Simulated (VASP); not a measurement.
A run of VASP 6.6.1:

INCAR

```
SYSTEM = In
PREC = Accurate
ENCUT = 520
EDIFF = 1E-6
ISMEAR = -1
SIGMA = 0.1
LREAL = .False.
LASPH = .True.
NELM = 60
ALGO = Normal
ISIF = 2
LWAVE = .False.
LCHARG = .True.
GGA = PE
LELF = .True.
LVHAR = .True.
NBANDS = 20
```

Contents of KPOINTS:

```
Automatic mesh
0
Gamma
  11 11 11
  0 0 0
```

Contents of POSCAR:

```
In
1.0
    0.0000000000      2.9200368469      2.9200368469
    2.9200368469      0.0000000000      2.9200368469
    2.9200368469      2.9200368469      0.0000000000
In
2
Direct
   -0.1250000000     -0.1250000000     -0.1250000000
    0.1250000000      0.1250000000      0.1250000000
```

Potentials or basis: VASP PAW PBE potentials, release 64 (In_d).

The run is started by

```bash
$ cat potpaw_PBE.64/In_d/POTCAR > POTCAR
$ mpirun -np 1 vasp_std > vasp.out
```

Hardware: 1 thread of AMD EPYC 7R43 64-Core Processor (Zen 3), with other jobs on the host.

**Question.** Estimate the wall time of this run.

**Answer.** Wall time 71 s on 1 thread of AMD EPYC 7R43 64-Core Processor (Zen 3), on a shared host, peak memory 0.16 GiB. Counts: scf iterations 11, k points 56.
